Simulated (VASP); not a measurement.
# TePb (Fm-3m) in VASP: further runs

TePb is run at these levels: PBEsol, PBE; tasks: single point.

All numbers are computed with VASP 6.6.1; they aren't measurements. Logs are shortened: lines on timing, memory, paths and dates and some standing lists are left out, and cuts for length are marked.

## Step 1: The cell of the first run

The structure is cubic, space group Fm-3m (No. 225). Conventional cell: a = 6.589 Å, b = 6.589 Å, c = 6.589 Å, α = 90.00°, β = 90.00°, γ = 90.00°. Pb (site symmetry m-3m) has 6 Te at 3.29 Å within 4.3 Å. Within 4.3 Å of Te (site symmetry m-3m) lie 6 Pb at 3.29 Å.

## Step 2: Single point, PBEsol (volume scaled by 1.06)

The input, INCAR:

```
SYSTEM = TePb
ALGO     = Normal         ! electronic algorithm
EDIFF    = 1E-7           ! SCF threshold, eV
ENCUT    = 520            ! plane-wave cutoff, eV
GGA      = PS             ! functional
ISIF     = 2              ! what is computed and relaxed
ISMEAR   = -1             ! smearing method
LASPH    = .True.         ! aspherical terms in the spheres
LCHARG   = .False.        ! write CHGCAR
LREAL    = .False.        ! projectors in reciprocal space
LWAVE    = .False.        ! write WAVECAR
NBANDS   = 17             ! bands
NELM     = 80             ! most SCF steps
PREC     = Accurate       ! precision mode
SIGMA    = 0.05           ! smearing width, eV
```

The input, KPOINTS:

```
k-points
0
Gamma
  7 7 7
  0 0 0
```

The input, POSCAR:

```
TePb
1.0
    0.0000000000      3.2943690292      3.2943690292
    3.2943690292      0.0000000000      3.2943690292
    3.2943690292      3.2943690292      0.0000000000
Pb Te
1 1
Direct
    0.0000000000      0.0000000000      0.0000000000
    0.5000000000      0.5000000000      0.5000000000
```

Potentials or basis: VASP PAW PBE potentials, release 64 (Pb_d, Te).

On the command line:

```console
$ cat potpaw_PBE.64/Pb_d/POTCAR potpaw_PBE.64/Te/POTCAR > POTCAR
$ mpirun -np 1 vasp_std > vasp.out
```

OUTCAR:

```text
SYSTEM = TePb
   EDIFF = 1E-7
   ENCUT = 520
   GGA = PS
   ISIF = 2
   ISMEAR = -1
   LASPH = .True.
   LREAL = .False.
   NELM = 80
   PREC = Accurate

 ion  position               nearest neighbor table
   1  0.000  0.000  0.000-   2 3.29   2 3.29   2 3.29   2 3.29   2 3.29   2 3.29
   2  0.500  0.500  0.500-   1 3.29   1 3.29   1 3.29   1 3.29   1 3.29   1 3.29

  LATTYP: Found a face centered cubic cell.
 ALAT       =     6.5887380584

  Lattice vectors:

 A1 = (   0.0000000000,   3.2943690292,   3.2943690292)
 A2 = (   3.2943690292,   0.0000000000,   3.2943690292)
 A3 = (   3.2943690292,   3.2943690292,   0.0000000000)

Analysis of symmetry for initial positions (statically):
=====================================================================
 Subroutine PRICEL returns:
 Original cell was already a primitive cell.

 Routine SETGRP: Setting up the symmetry group for a
 face centered cubic supercell.

 Subroutine GETGRP returns: Found 48 space group operations
[... 9 lines left out ...]

 Routine SETGRP: Setting up the symmetry group for a
 face centered cubic supercell.

 Subroutine GETGRP returns: Found 48 space group operations
[... 11 lines left out ...]
                                     Primitive cell

  volume of cell :      71.5067

  direct lattice vectors                    reciprocal lattice vectors
     0.000000000  3.294369029  3.294369029    -0.151774132  0.151774132  0.151774132
     3.294369029  0.000000000  3.294369029     0.151774132 -0.151774132  0.151774132
     3.294369029  3.294369029  0.000000000     0.151774132  0.151774132 -0.151774132

  length of vectors
     4.658941361  4.658941361  4.658941361     0.262880508  0.262880508  0.262880508

  position of ions in fractional coordinates (direct lattice)
     0.000000000  0.000000000  0.000000000
     0.500000000  0.500000000  0.500000000

  ion indices of the primitive-cell ions
   primitive index   ion index
                 1           1
                 2           2

----------------------------------------------------------------------------------------

 KPOINTS: k-points

Automatic generation of k-mesh.
 Grid dimensions read from file:
 generate k-points for:    7    7    7

 Generating k-lattice:

  Cartesian coordinates                     Fractional coordinates (reciprocal lattice)
    -0.021682019  0.021682019  0.021682019     0.142857143  0.000000000  0.000000000
     0.021682019 -0.021682019  0.021682019     0.000000000  0.142857143  0.000000000
     0.021682019  0.021682019 -0.021682019     0.000000000  0.000000000  0.142857143

  Length of vectors
     0.037554358  0.037554358  0.037554358

  Shift w.r.t. Gamma in fractional coordinates (k-lattice)
     0.000000000  0.000000000  0.000000000

 Subroutine IBZKPT returns following result:
 ===========================================

 Found     20 irreducible k-points:

 Following reciprocal coordinates:
            Coordinates               Weight
  0.000000  0.000000  0.000000      1.000000
  0.142857  0.000000  0.000000      8.000000
  0.285714  0.000000  0.000000      8.000000
  0.428571  0.000000  0.000000      8.000000
  0.142857  0.142857  0.000000      6.000000
  0.285714  0.142857  0.000000     24.000000
[... 12 lines left out ...]
 -0.428571  0.428571  0.142857     24.000000
 -0.285714  0.428571  0.142857     24.000000
   k-points           NKPTS =     20   k-points in BZ     NKDIM =     20   number of bands    NBANDS=     17
   number of dos      NEDOS =    301   number of ions     NIONS =      2
   total plane-waves  NPLWV =  46656
   dimension x,y,z NGX =    36 NGY =   36 NGZ =   36
   dimension x,y,z NGXF=    72 NGYF=   72 NGZF=   72
   ions per type =               1   1
   NGX,Y,Z   is equivalent  to a cutoff of  12.85, 12.85, 12.85 a.u.
   NGXF,Y,Z  is equivalent  to a cutoff of  25.69, 25.69, 25.69 a.u.
 SYSTEM =  TePb
   PREC   = accura    normal or accurate (medium, high low for compatibility)
   ISTART =      0    job   : 0-new  1-cont  2-samecut
   ICHARG =      2    charge: 1-file 2-atom 10-const
   ISPIN  =      1    spin polarized calculation?
   LNONCOLLINEAR =      F non collinear calculations
   LSORBIT =      F    spin-orbit coupling
   LASPH  =      T    aspherical Exc in radial PAW
   ENCUT  =  520.0 eV  38.22 Ry    6.18 a.u.   8.66  8.66  8.66*2*pi/ulx,y,z
   NELM   =     80;   NELMIN=  2; NELMDL= -5     # of ELM steps
   EDIFF  = 0.1E-06   stopping-criterion for ELM
   LREAL  =      F    real-space projection
   EDIFFG = 0.1E-05   stopping-criterion for IOM
   NSW    =      0    number of steps for IOM
   IBRION =     -1    ionic relax: 0-MD 1-quasi-New 2-CG
   NFREE  =      0    steps in history (QN), initial steepest desc. (CG)
   ISIF   =      2    stress and relaxation
   ISYM   =      2    0-nonsym 1-usesym 2-fastsym
   POTIM  = 0.5000    time-step for ionic-motion
   TEBEG  =    0.0;   TEEND  =   0.0 temperature during run
   PSTRESS=    0.0 pullay stress
   NELECT =      20.0000    total number of electrons
   NUPDOWN=      -1.0000    fix difference up-down
   EMIN   =  10.00;   EMAX   =-10.00  energy-range for DOS
   EFERMI =   0.00;   METHOD = LEGACY
   ISMEAR =    -1;   SIGMA  =   0.05  broadening in eV -4-tet -1-fermi 0-gaus
   EFERMI_NEDOS =   21; number of points for ismear=-14 and -15
   IALGO  =     38    algorithm
   IMIX   =      4    mixing-type and parameters
     AMIX     =   0.40;   BMIX     =  1.00
     AMIX_MAG =   1.60;   BMIX_MAG =  1.00
  volume/ion in A,a.u.               =      35.75       241.28
  Fermi-wavevector in a.u.,A,eV,Ry     =   1.070621  2.023181 15.595408  1.146230
  Thomas-Fermi vector in A             =   2.206337
   LORBIT       =      0    0 simple, 1 ext, 2 COOP (PROOUT), +10 PAW based schemes
   GGA     = PS    functional components
   LHFCALC =     F    Hartree Fock is set to
   AEXX    =    0.0000 exact exchange contribution
   IVDW    =     0    specifies the selected vdW correction
   LEPSILON=     F    determine dielectric tensor
   LRPA    =     F    only Hartree local field effects (RPA)
 non-spin polarized calculation
  energy-cutoff  :      520.00
  volume of cell :       71.51
 maximum number of plane-waves:      1948
   NGX = 17   NGY = 17   NGZ = 17

 number of electron      19.9999998 magnetization

 Free energy of the ion-electron system (eV)
  ---------------------------------------------------
  ext. energy  EPLUGINS =         0.00000000
  ---------------------------------------------------
  free energy    TOTEN  =        -8.22086340 eV

  energy without entropy =       -8.22086095  energy(sigma->0) =       -8.22086217

 E-fermi :   5.1606     XC(G=0):  -9.2130

 val. band max:        4.6297161671   @ k =   0.4286   0.0000   0.0000
 cond. band min:       5.6613204915   @ k =   0.4286   0.0000   0.0000
 fundamental gap:      1.0316043245
 Fermi energy:         5.1605501599

 k-point     1 :       0.0000    0.0000    0.0000
  band No.  band energies     occupation
      1     -11.8118      2.00000
      2     -11.8118      2.00000
      3     -11.8052      2.00000
      4     -11.8052      2.00000
      5     -11.8052      2.00000
      6      -6.8378      2.00000
[... 9 lines left out ...]
     16      10.6159      0.00000
     17      11.9686      0.00000

 k-point     2 :       0.1429    0.0000    0.0000
  band No.  band energies     occupation
      1     -11.8136      2.00000
      2     -11.8136      2.00000
      3     -11.8047      2.00000
      4     -11.8029      2.00000
      5     -11.8029      2.00000
      6      -6.6773      2.00000
[... 9 lines left out ...]
     16      10.9782      0.00000
     17      13.1395      0.00000

 k-point     3 :       0.2857    0.0000    0.0000
  band No.  band energies     occupation
      1     -11.8185      2.00000
      2     -11.8185      2.00000
      3     -11.8037      2.00000
      4     -11.7969      2.00000
      5     -11.7969      2.00000
      6      -6.2272      2.00000
[... 9 lines left out ...]
     16      11.9675      0.00000
     17      15.0923      0.00000

 k-point     4 :       0.4286    0.0000    0.0000
  band No.  band energies     occupation
      1     -11.8225      2.00000
      2     -11.8225      2.00000
      3     -11.8030      2.00000
      4     -11.7919      2.00000
      5     -11.7919      2.00000
      6      -5.6676      2.00000
[... 9 lines left out ...]
     16      13.4398      0.00000
     17      14.4806      0.00000

 k-point     5 :       0.1429    0.1429    0.0000
  band No.  band energies     occupation
      1     -11.8180      2.00000
      2     -11.8102      2.00000
      3     -11.8067      2.00000
      4     -11.8015      2.00000
      5     -11.8015      2.00000
      6      -6.6248      2.00000
[... 9 lines left out ...]
     16      11.5777      0.00000
     17      12.4363      0.00000

 k-point     6 :       0.2857    0.1429    0.0000
  band No.  band energies     occupation
      1     -11.8247      2.00000
      2     -11.8118      2.00000
      3     -11.8063      2.00000
      4     -11.7976      2.00000
      5     -11.7959      2.00000
      6      -6.2743      2.00000
[... 9 lines left out ...]
     16      12.6011      0.00000
     17      13.7648      0.00000
[... 201 lines left out ...]
 k-point    17 :       0.4286    0.2857    0.1429
  band No.  band energies     occupation
      1     -11.8318      2.00000
      2     -11.8127      2.00000
      3     -11.8057      2.00000
      4     -11.7931      2.00000
      5     -11.7930      2.00000
      6      -5.8800      2.00000
[... 9 lines left out ...]
     16      13.4813      0.00000
     17      14.3909      0.00000

 k-point    18 :      -0.4286    0.2857    0.1429
  band No.  band energies     occupation
      1     -11.8354      2.00000
      2     -11.8158      2.00000
      3     -11.8013      2.00000
      4     -11.7950      2.00000
      5     -11.7890      2.00000
      6      -5.4348      2.00000
[... 9 lines left out ...]
     16      14.0751      0.00000
     17      14.9560      0.00000

 k-point    19 :      -0.4286    0.4286    0.1429
  band No.  band energies     occupation
      1     -11.8479      2.00000
      2     -11.8087      2.00000
      3     -11.8075      2.00000
      4     -11.7903      2.00000
      5     -11.7855      2.00000
      6      -5.3526      2.00000
[... 9 lines left out ...]
     16      14.7335      0.00000
     17      15.6307      0.00000

 k-point    20 :      -0.2857    0.4286    0.1429
  band No.  band energies     occupation
      1     -11.8432      2.00000
      2     -11.8129      2.00000
      3     -11.8015      2.00000
      4     -11.7958      2.00000
      5     -11.7856      2.00000
      6      -5.2409      2.00000
[... 9 lines left out ...]
     16      14.9869      0.00000
     17      15.3168      0.00000

------------------------ aborting loop because EDIFF is reached ----------------------------------------

  FORCE on cell =-STRESS in cart. coord.  units (eV):
  Direction    XX          YY          ZZ          XY          YZ          ZX
  --------------------------------------------------------------------------------------
  -------------------------------------------------------------------------------------
  Total       -1.1712143     -1.1712143     -1.1712143      0.0000000      0.0000000     -0.0000000
  in kB      -26.2421978    -26.2421978    -26.2421978      0.0000000      0.0000000     -0.0000000
  external PRESSURE =     -26.2421978 kB  Pullay stress =       0.0000000 kB

 VOLUME and BASIS-vectors are now :
 -----------------------------------------------------------------------------
  energy-cutoff  :      520.00
  volume of cell :       71.51
      direct lattice vectors                 reciprocal lattice vectors
     0.000000000  3.294369029  3.294369029    -0.151774132  0.151774132  0.151774132
     3.294369029  0.000000000  3.294369029     0.151774132 -0.151774132  0.151774132
     3.294369029  3.294369029  0.000000000     0.151774132  0.151774132 -0.151774132

 POSITION                                       TOTAL-FORCE (eV/Angst)
 -----------------------------------------------------------------------------------
      0.00000      0.00000      0.00000        -0.000000     -0.000000      0.000000
      3.29437      3.29437      3.29437         0.000000      0.000000     -0.000000
 -----------------------------------------------------------------------------------
    total drift:                               -0.000000      0.000000      0.000000

  FREE ENERGIE OF THE ION-ELECTRON SYSTEM (eV)
  ---------------------------------------------------
  free  energy   TOTEN  =        -8.2208633958 eV

  energy  without entropy=       -8.2208609464  energy(sigma->0) =       -8.22086217
```

Wall time 22 s (1 thread of Intel Xeon Platinum 8259CL at 2.50GHz (Skylake/Cascade Lake), shared host); peak memory 0.21 GiB.

What came out:

* Free energy: -8.2209 eV
* Pressure: -2.6 GPa

Levels at points of the mesh, in eV from the Fermi level:
```
           k point  band 8  band 9  band 10  band 11  band 12  band 13
(0.00, 0.00, 0.00)   -1.55   -1.55    -1.55     3.56     3.56     3.56
```

Caveat: this odd mesh misses L, where the gap lies, so gap, dielectric constants and Born charges aren't listed; the PAW data sets were made with another functional, which shifts forces and pressure a little; spin-orbit coupling is left out, which moves the levels of the heavy elements.

(Part 1 of 2 ends here.)
